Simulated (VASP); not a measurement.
Write the native input for VASP 6.6.1 that does the following.

```yaml
Task: single point
Functional: PBEsol
Potentials_or_basis: VASP PAW PBE potentials, release 64 (H, Si, Cl)
Cutoff: 520 eV
k_mesh: 2 × 2 × 1
Occupations: fermi-dirac, width 0.02 eV
Spin: no spin polarisation
Dipole_correction: no
Further_INCAR_settings: LREAL = Auto; ALGO = Normal; EDIFF = 1e-07; NBANDS = 60
```

The structure of Si8H3Cl lies in POSCAR:

```
Si8H3Cl
1.0
    7.6791800000      0.0000000000      0.0000000000
    3.8395900000      6.6503650000      0.0000000000
    0.0000000000      0.0000000000     18.8687650000
H Si Cl
6 16 2
Direct
    0.1666667000      0.1666667000      0.0529976000
    0.6666667000      0.1666667000      0.0529976000
    0.1666667000      0.6666667000      0.0529976000
    0.6666667000      0.6666667000      0.0529976000
    0.0004063504      0.4991209305      0.4177877576
    0.5009310923      0.4999309151      0.4177770548
    0.1666667000      0.1666667000      0.1324941000
    0.6666667000      0.1666667000      0.1324941000
    0.1666667000      0.6666667000      0.1324941000
    0.6666667000      0.6666667000      0.1324941000
   -0.1665971262      0.3332833161      0.1725025924
    0.3334431958      0.3332591799      0.1726140975
   -0.1666287069      0.8333767082      0.1724041109
    0.3332903810      0.8333786192      0.1723448488
   -0.1669426721      0.3352140061      0.2967035174
    0.3331564231      0.3349557393      0.2968863528
   -0.1649300255      0.8314407561      0.2967254433
    0.3349775816      0.8312995639      0.2966459610
    0.0004460338      0.0007206165      0.3356067232
    0.5005880076      0.0002484955      0.3356641958
    0.0010594909      0.4992101468      0.3381602321
    0.5011455784      0.4991415470      0.3381597776
    0.5019289211     -0.0012891880      0.4462250110
    0.0003454364      0.0007223738      0.4459249763
```

These files were run (other wordings do the same):

INCAR

```
PREC = Accurate
ENCUT = 520
EDIFF = 1E-7
ISMEAR = -1
SIGMA = 0.02
LREAL = Auto
LASPH = True
NELM = 60
ALGO = Normal
ISIF = 2
LWAVE = False
LCHARG = False
GGA = PS
NBANDS = 60
```

KPOINTS

```
regular mesh
0
Gamma
  2 2 1
```

Potentials or basis: VASP PAW PBE potentials, release 64 (H, Si, Cl).

The run is started by

```bash
$ cat potpaw_PBE.64/H/POTCAR potpaw_PBE.64/Si/POTCAR potpaw_PBE.64/Cl/POTCAR > POTCAR
$ mpirun -np 1 vasp_std > vasp.out
```

It gave:

| Property | Result |
| --- | --- |
| Largest force | 0.123 eV/Å |
| Band gap on the k mesh | 1.19 eV |

Caveat: the k points lie up to 0.47 Å⁻¹ apart; the PAW data sets were made with another functional, which shifts forces and pressure a little.

It took 6 min on 1 thread of AMD EPYC 9R45 96-Core Processor (Zen 5), on a shared host, peak memory 0.98 GiB.
